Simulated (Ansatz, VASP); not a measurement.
MgS in VASP and in Ansatz

```xyz
4
Lattice="2.8486 2.8486 0.0000 -2.8486 2.8486 0.0000 0.2417 0.2417 5.6972" Properties=species:S:1:pos:R:3 pbc="T T T"
Mg    0.0221    0.0221   -0.0026
Mg    0.1429    2.9915    2.8460
S     1.4627    1.4627    1.4269
S    -1.2651    1.5835    4.2755
```

Change from the starting cell: shear of c along a, cell held, atoms relaxed: +6.0 %.

Alike in both runs: functional PBE; k mesh 6 × 6 × 4; occupations gaussian, width 0.02 eV; no spin polarisation.

Ansatz relaxed the structure, and its values are those at the end. VASP's run is a single point on that final structure, the one shown.

|  | VASP | Ansatz |
| --- | --- | --- |
| version | VASP 6.6.1 | Ansatz 0.2.0 |
| potentials or method | VASP PAW PBE potentials, release 64 (Mg, S), cutoff 520 eV | scalar-relativistic, plane waves, PAW |
| valence electrons in the cell | 16 | 32 |

Ansatz gave:

| Property | Result |
| --- | --- |
| gap on the k mesh at the Fermi level (eV) | 3.16 |
| least direct gap on the mesh (eV) | 3.16 |
| pressure (GPa) | -0.1 |

Problem. What did VASP give for the same quantities?

Solution. gap on the k mesh at the Fermi level (eV): 3.15; least direct gap on the mesh (eV): 3.15; pressure (GPa): -0.2.

With one functional, cell and mesh, what is left measures potentials, basis and numerics. VASP's potentials hold 16 valence electrons a cell and Ansatz's 32, so a difference there can come from the potentials and not from the codes. Ansatz's warnings: stress scf threshold loose.
